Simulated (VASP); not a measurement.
A run of VASP 6.6.1 is set up as follows.

File POSCAR:

```
Mo
1.0
    0.0000000000     -3.1504302922      3.1504302922
    3.1504302922     -3.1504302922      0.0000000000
    3.1504302922      0.0000000000      3.1504302922
Mo
4
Direct
    0.0000000000      0.0000000000      0.0000000000
    0.2500000000      0.2500000000      0.2500000000
    0.5000000000      0.5000000000      0.5000000000
    0.7500000000      0.7500000000      0.7500000000
```

Contents of INCAR.step1:

```
SYSTEM = Mo
PREC = Accurate
ENCUT = 520
ISMEAR = 0
SIGMA = 0.1
LREAL = .False.
LASPH = .True.
NELM = 100
NBANDS = 36
GGA = PE
ALGO = Normal
EDIFF = 1E-4
LWAVE = .True.
LCHARG = .False.
```

The input INCAR.step2:

```
SYSTEM = Mo
PREC = Accurate
ENCUT = 520
EDIFF = 1E-6
ISMEAR = 0
SIGMA = 0.1
LREAL = .False.
LASPH = .True.
NELM = 100
ALGO = Normal
ISIF = 2
LWAVE = .False.
LCHARG = .False.
METAGGA = R2SCAN
LMIXTAU = .True.
NBANDS = 36
ISTART = 1
```

Contents of KPOINTS:

```
Automatic mesh
0
Gamma
  12 12 12
  0 0 0
```

Potentials or basis: VASP PAW PBE potentials, release 64 (Mo_sv).

Command:

```bash
$ cat potpaw_PBE.64/Mo_sv/POTCAR > POTCAR
$ cp INCAR.step1 INCAR
$ mpirun -np 1 vasp_std > vasp.out
$ cp INCAR.step2 INCAR
$ mpirun -np 1 vasp_std > vasp.out
```

Predict the pressure.

1.3 GPa.

Predict the band gap on the k mesh.

zero (bands 28 and 29 overlap by 0.33 eV).

Caveat: the PAW data sets were made with another functional, which shifts forces and pressure a little.
